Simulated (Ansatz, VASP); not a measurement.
One calculation of Co, two programs

```
Co
1.0
     2.42944    0.00000    0.00000
    -1.21472    2.10396    0.00000
     0.00000    0.00000    3.91793
Co
2
Cartesian
  0.0000 1.4026 2.9384
  1.2147 0.7013 0.9795
```

Alike in both runs: functional LDA; k mesh 20 × 20 × 12; occupations gaussian, width 0.05 eV; collinear spin.

Ansatz relaxed the structure, and its values are those at the end. VASP's run is a single point on that final structure, the one shown.

|  | VASP | Ansatz |
| --- | --- | --- |
| version | VASP 6.6.1 | Ansatz 0.2.0 |
| potentials or method | VASP PAW LDA potentials, release 64 (Co), cutoff 520 eV | scalar-relativistic, plane waves, PAW |
| valence electrons in the cell | 18 | 34 |

Ansatz gave:

| Item | Value |
| --- | --- |
| pressure (GPa) | 0.0 |
| net moment per atom (μB) | 1.52 |
| size of the moment on the site where the two differ most (μB) | 1.57 |

Q: Estimate VASP's values.

A: Pressure (GPa): -1.3; net moment per atom (μB): 1.49; size of the moment on the site where the two differ most (μB): 1.49.

LDA's correlation is that of Perdew and Zunger in VASP and of Perdew and Wang (1992) in Ansatz. Site moments also hang on the region over which each program counts them. VASP's potentials hold 18 valence electrons a cell and Ansatz's 34, so a difference there can come from the potentials and not from the codes.
